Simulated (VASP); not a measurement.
# CsI (R-3m) in VASP: further runs

Runs on CsI. Level: LDA. Tasks: relaxation of the atoms.

Everything below comes from runs of VASP 6.6.1. Logs are shortened: lines on timing, memory, paths and dates and some standing lists are left out, and cuts for length are marked.

### Step 1. The cell of the first run

The structure is trigonal, space group R-3m (No. 166). Conventional cell: a = 6.241 Å, b = 6.241 Å, c = 7.586 Å, α = 90.00°, β = 90.00°, γ = 120.00°. Within 5.0 Å of Cs (site symmetry -3m) lie 8 I at 3.79 to 3.82 Å and 6 Cs at 4.40 Å. Within 5.0 Å of I (site symmetry -3m) lie 8 Cs at 3.79 to 3.82 Å and 6 I at 4.40 Å.

### Step 2. Relaxation of the atoms, LDA (equal xy, yz and zx engineering shears of -0.5 %)

INCAR reads:

```
SYSTEM = CsI
PREC = Accurate ; ENCUT = 450
EDIFF = 1E-7 ; ISMEAR = 0
SIGMA = 0.01 ; LREAL = .FALSE.
LASPH = .TRUE. ; NELM = 120
ALGO = Normal ; ISIF = 2
LWAVE = .FALSE. ; LCHARG = .FALSE.
IBRION = 2 ; NSW = 50
EDIFFG = -0.002 ; GGA_COMPAT = .FALSE.
NELMIN = 4
```

KPOINTS reads:

```
regular mesh
0
G
  6 6 6
  0 0 0
```

POSCAR reads:

```
CsI
1.0
    4.4017060310     -0.0110042651     -0.0110042651
   -0.0110042651      4.4017060310     -0.0110042651
   -0.0110042651     -0.0110042651      4.4017060310
Cs I
1 1
Direct
    0.0000000000      0.0000000000      0.0000000000
    0.5000000000      0.5000000000      0.5000000000
```

Potentials or basis: VASP PAW LDA potentials, release 64 (Cs_sv, I).

Run with:

```console
$ cat potpaw_LDA.64/Cs_sv/POTCAR potpaw_LDA.64/I/POTCAR > POTCAR
$ mpirun -np 1 vasp_std > vasp.out
```

OUTCAR:

```text
SYSTEM = CsI
   PREC = Accurate
   ENCUT = 450
   EDIFF = 1E-7
   ISMEAR = 0
   LREAL = .FALSE.
   LASPH = .TRUE.
   NELM = 120
   ISIF = 2
   IBRION = 2
   NSW = 50
   EDIFFG = -0.002
   NELMIN = 4

 ion  position               nearest neighbor table
   1  0.000  0.000  0.000-
   2  0.500  0.500  0.500-

  LATTYP: Found a trigonal (rhomboedric) cell.
 ALAT       =     4.4017335416
 COS(alpha) =    -0.0049936876

  Lattice vectors:

 A1 = (   4.4017060310,  -0.0110042651,  -0.0110042651)
 A2 = (  -0.0110042651,   4.4017060310,  -0.0110042651)
 A3 = (  -0.0110042651,  -0.0110042651,   4.4017060310)

Analysis of symmetry for initial positions (statically):
=====================================================================
 Subroutine PRICEL returns:
 Original cell was already a primitive cell.

 Routine SETGRP: Setting up the symmetry group for a
 trigonal (rhombohedral) supercell.

 Subroutine GETGRP returns: Found 12 space group operations
 (whereof 12 operations were pure point group operations)
 out of a pool of 12 trial point group operations.

The static configuration has the point symmetry D_3d.

Analysis of symmetry for dynamics (positions and initial velocities):
=====================================================================
 Subroutine PRICEL returns:
 Original cell was already a primitive cell.

 Routine SETGRP: Setting up the symmetry group for a
 trigonal (rhombohedral) supercell.

 Subroutine GETGRP returns: Found 12 space group operations
 (whereof 12 operations were pure point group operations)
 out of a pool of 12 trial point group operations.

The dynamic configuration has the point symmetry D_3d.

 Subroutine INISYM returns: Found 12 space group operations
 (whereof 12 operations are pure point group operations),
 and found     1 'primitive' translations

----------------------------------------------------------------------------------------

                                     Primitive cell

  volume of cell :      85.2815

  direct lattice vectors                    reciprocal lattice vectors
     4.401706031 -0.011004265 -0.011004265     0.227187487  0.000569392  0.000569392
    -0.011004265  4.401706031 -0.011004265     0.000569392  0.227187487  0.000569392
    -0.011004265 -0.011004265  4.401706031     0.000569392  0.000569392  0.227187487

  length of vectors
     4.401733542  4.401733542  4.401733542     0.227188914  0.227188914  0.227188914

  position of ions in fractional coordinates (direct lattice)
[... 91 lines left out ...]
   NUPDOWN=      -1.0000    fix difference up-down
   EMIN   =  10.00;   EMAX   =-10.00  energy-range for DOS
   EFERMI =   0.00;   METHOD = LEGACY
   ISMEAR =     0;   SIGMA  =   0.01  broadening in eV -4-tet -1-fermi 0-gaus
   EFERMI_NEDOS =   21; number of points for ismear=-14 and -15
   IALGO  =     38    algorithm
   IMIX   =      4    mixing-type and parameters
     AMIX     =   0.40;   BMIX     =  1.00
     AMIX_MAG =   1.60;   BMIX_MAG =  1.00
  volume/ion in A,a.u.               =      42.64       287.75
  Fermi-wavevector in a.u.,A,eV,Ry     =   0.937195  1.771041 11.950459  0.878334
  Thomas-Fermi vector in A             =   2.064281
   LORBIT       =      0    0 simple, 1 ext, 2 COOP (PROOUT), +10 PAW based schemes
   GGA     = CA    functional components
   LHFCALC =     F    Hartree Fock is set to
   AEXX    =    0.0000 exact exchange contribution
   IVDW    =     0    specifies the selected vdW correction
   LEPSILON=     F    determine dielectric tensor
   LRPA    =     F    only Hartree local field effects (RPA)
 conjugate gradient relaxation of ions
 non-spin polarized calculation
 Gauss-broadening in eV      SIGMA  =   0.01
  energy-cutoff  :      450.00
  volume of cell :       85.28
 maximum number of plane-waves:      1863
   NGX = 15   NGY = 15   NGZ = 15

 number of electron      15.9999997 magnetization

 Free energy of the ion-electron system (eV)
  ---------------------------------------------------
  ext. energy  EPLUGINS =         0.00000000
  ---------------------------------------------------
  free energy    TOTEN  =        -6.18687839 eV

  energy without entropy =       -6.18687839  energy(sigma->0) =       -6.18687839

 E-fermi :   1.4734     XC(G=0):  -8.5348

 val. band max:        1.3781681186   @ k =   0.5000   0.5000  -0.0000
 cond. band min:       5.1482449014   @ k =   0.0000   0.0000   0.0000
 fundamental gap:      3.7700767828
 Fermi energy:         1.4733563174

 k-point     1 :       0.0000    0.0000    0.0000
  band No.  band energies     occupation
      1     -18.8552      2.00000
      2      -9.5252      2.00000
      3      -5.5422      2.00000
      4      -5.5335      2.00000
      5      -5.5335      2.00000
      6       1.3148      2.00000
      7       1.3148      2.00000
      8       1.3195      2.00000
      9       5.1482      0.00000
     10       5.1482      0.00000
     11       5.3227      0.00000
     12       9.2531      0.00000
[... 331 lines left out ...]
 k-point    24 :      -0.3333    0.5000    0.1667
  band No.  band energies     occupation
      1     -18.7757      2.00000
      2      -9.3365      2.00000
      3      -5.9619      2.00000
      4      -5.8981      2.00000
      5      -5.5333      2.00000
      6       0.1272      2.00000
      7       0.3452      2.00000
      8       0.9379      2.00000
      9       6.2132      0.00000
     10       6.9478      0.00000
     11       7.5805      0.00000
     12       8.1829      0.00000

 [... further k-points ...]

------------------------ aborting loop because EDIFF is reached ----------------------------------------

  FORCE on cell =-STRESS in cart. coord.  units (eV):
  Direction    XX          YY          ZZ          XY          YZ          ZX
  --------------------------------------------------------------------------------------
  -------------------------------------------------------------------------------------
  Total        0.0398641      0.0398641      0.0398641      0.0297938      0.0297938      0.0297938
  in kB        0.7489244      0.7489244      0.7489244      0.5597341      0.5597341      0.5597341
  external PRESSURE =       0.7489244 kB  Pullay stress =       0.0000000 kB

 VOLUME and BASIS-vectors are now :
 -----------------------------------------------------------------------------
  energy-cutoff  :      450.00
  volume of cell :       85.28
      direct lattice vectors                 reciprocal lattice vectors
     4.401706031 -0.011004265 -0.011004265     0.227187487  0.000569392  0.000569392
    -0.011004265  4.401706031 -0.011004265     0.000569392  0.227187487  0.000569392
    -0.011004265 -0.011004265  4.401706031     0.000569392  0.000569392  0.227187487

 POSITION                                       TOTAL-FORCE (eV/Angst)
 -----------------------------------------------------------------------------------
      0.00000      0.00000      0.00000        -0.000000     -0.000000      0.000000
      2.18985      2.18985      2.18985         0.000000      0.000000      0.000000
 -----------------------------------------------------------------------------------
    total drift:                                0.000000     -0.000000     -0.000000

  FREE ENERGIE OF THE ION-ELECTRON SYSTEM (eV)
  ---------------------------------------------------
  free  energy   TOTEN  =        -6.1868783918 eV

  energy  without entropy=       -6.1868783918  energy(sigma->0) =       -6.18687839

 reached required accuracy - stopping structural energy minimisation
```

OSZICAR:

```text
N       E                     dE             d eps       ncg     rms          rms(c)
DAV:   1     0.833123637787E+02    0.83312E+02   -0.58822E+03   768   0.100E+03
DAV:   2     0.560445113839E-01   -0.83256E+02   -0.78031E+02  1148   0.161E+02
DAV:   3    -0.623630321785E+01   -0.62923E+01   -0.62677E+01   948   0.500E+01
DAV:   4    -0.631689750448E+01   -0.80594E-01   -0.80576E-01   940   0.711E+00
DAV:   5    -0.631789672082E+01   -0.99922E-03   -0.99919E-03   976   0.815E-01    0.171E+00
DAV:   6    -0.621338890082E+01    0.10451E+00   -0.13697E-01   836   0.186E+00    0.126E+00
DAV:   7    -0.618745102983E+01    0.25938E-01   -0.10041E-01   848   0.160E+00    0.467E-01
DAV:   8    -0.618693293940E+01    0.51809E-03   -0.60572E-03   932   0.497E-01    0.122E-01
DAV:   9    -0.618686160389E+01    0.71336E-04   -0.31437E-04   920   0.137E-01    0.620E-02
DAV:  10    -0.618688208362E+01   -0.20480E-04   -0.10644E-04   940   0.497E-02    0.184E-02
DAV:  11    -0.618687874580E+01    0.33378E-05   -0.38210E-05   876   0.329E-02    0.357E-03
DAV:  12    -0.618687836559E+01    0.38021E-06   -0.25080E-06   900   0.103E-02    0.806E-04
DAV:  13    -0.618687839176E+01   -0.26168E-07   -0.20572E-07   848   0.292E-03
   1 F= -.61868784E+01 E0= -.61868784E+01  d E =-.618688E+01
```

CONTCAR:

```text
CsI
   1.00000000000000
     4.4017060309999998   -0.0110042651000000   -0.0110042651000000
    -0.0110042651000000    4.4017060309999998   -0.0110042651000000
    -0.0110042651000000   -0.0110042651000000    4.4017060309999998
  Cs              I
     1     1
Direct
     0.0000000000000000    0.0000000000000000    0.0000000000000000
     0.5000000000000000    0.5000000000000000    0.5000000000000000

  0.00000000E+00  0.00000000E+00  0.00000000E+00
  0.00000000E+00  0.00000000E+00  0.00000000E+00
```

Run time: 22 s. Hardware: 1 thread of Intel Xeon 8259CL, shared host; peak memory 0.16 GiB.

What came out:

```
Free energy             : -6.1869 eV
Pressure after relaxing : 0.1 GPa
Band gap on the k mesh  : 3.77 eV (least direct gap 3.83 eV)
```

Final structure:
```xyz
2
Lattice="4.4017 -0.0110 -0.0110 -0.0110 4.4017 -0.0110 -0.0110 -0.0110 4.4017" Properties=species:S:1:pos:R:3 pbc="T T T"
Cs    0.0000    0.0000    0.0000
I     2.1898    2.1898    2.1898
```

Caveat: the cell differs from its parent crystal (equal xy, yz and zx engineering shears of -0.5 %); the relaxation stopped at its first step, so nothing moved; spin-orbit coupling is left out, which moves the levels of the heavy elements. A k mesh can miss the band edges.

### Step 3. Relaxation of the atoms, LDA (equal xy, yz and zx engineering shears of +0.5 %)

INCAR reads:

```
SYSTEM = CsI
  PREC = Accurate
  ENCUT = 450
  EDIFF = 1E-7
  ISMEAR = 0
  SIGMA = 0.01
  LREAL = .False.
  LASPH = .True.
  NELM = 120
  ALGO = Normal
  ISIF = 2
  LWAVE = .False.
  LCHARG = .False.
  IBRION = 2
  NSW = 50
  EDIFFG = -0.002
  GGA_COMPAT = .False.
  NELMIN = 4
```

KPOINTS reads:

```
regular mesh
0
Gamma
  6 6 6
  0 0 0
```

POSCAR reads:

```
CsI
1.0
    4.4017060310      0.0110042651      0.0110042651
    0.0110042651      4.4017060310      0.0110042651
    0.0110042651      0.0110042651      4.4017060310
Cs I
1 1
Direct
    0.0000000000      0.0000000000      0.0000000000
    0.5000000000      0.5000000000      0.5000000000
```

Potentials or basis: VASP PAW LDA potentials, release 64 (Cs_sv, I).

Run with:

```console
$ cat potpaw_LDA.64/Cs_sv/POTCAR potpaw_LDA.64/I/POTCAR > POTCAR
$ mpirun -np 1 vasp_std > vasp.out
```

It took 23 s on 1 thread of Intel Xeon 8259CL, shared host; peak memory 0.16 GiB.

The run converged. Its results:

```yaml
Free_energy: -6.1869 eV
Pressure_after_relaxing: 0.1 GPa
Band_gap_on_the_k_mesh: 3.77 eV (least direct gap 3.83 eV)
```

Stress tensor (GPa, compression positive):
```
 0.07 -0.05 -0.05
-0.05  0.07 -0.05
-0.05 -0.05  0.07
```

Final structure:
```yaml
crystal:
  lattice:
    - [4.40171, 0.01100, 0.01100]
    - [0.01100, 4.40171, 0.01100]
    - [0.01100, 0.01100, 4.40171]
  atoms:
    - { symbol: Cs, position: [0.00000, 0.00000, 0.00000] }
    - { symbol: I, position: [0.50000, 0.50000, 0.50000] }
```

Levels at points of the mesh, in eV from the valence-band top:
```csv
k point,band 5,band 6,band 7,band 8,band 9,band 10,band 11,band 12
"(0.00, 0.00, 0.00)",-6.91,-0.06,-0.06,-0.06,3.77,3.77,3.94,7.89
"(0.50, 0.00, 0.00)",-6.81,-1.91,-0.34,-0.32,4.90,6.58,6.75,7.02
"(0.50, 0.50, 0.00)",-6.75,-0.95,-0.93,0.00,3.96,4.77,5.97,5.98
"(0.50, 0.50, 0.50)",-7.27,-1.66,-1.65,-1.65,7.31,7.38,7.38,8.23
```

Caveat: the cell differs from its parent crystal (equal xy, yz and zx engineering shears of +0.5 %); the relaxation stopped at its first step, so nothing moved; spin-orbit coupling is left out, which moves the levels of the heavy elements. A k mesh can miss the band edges.
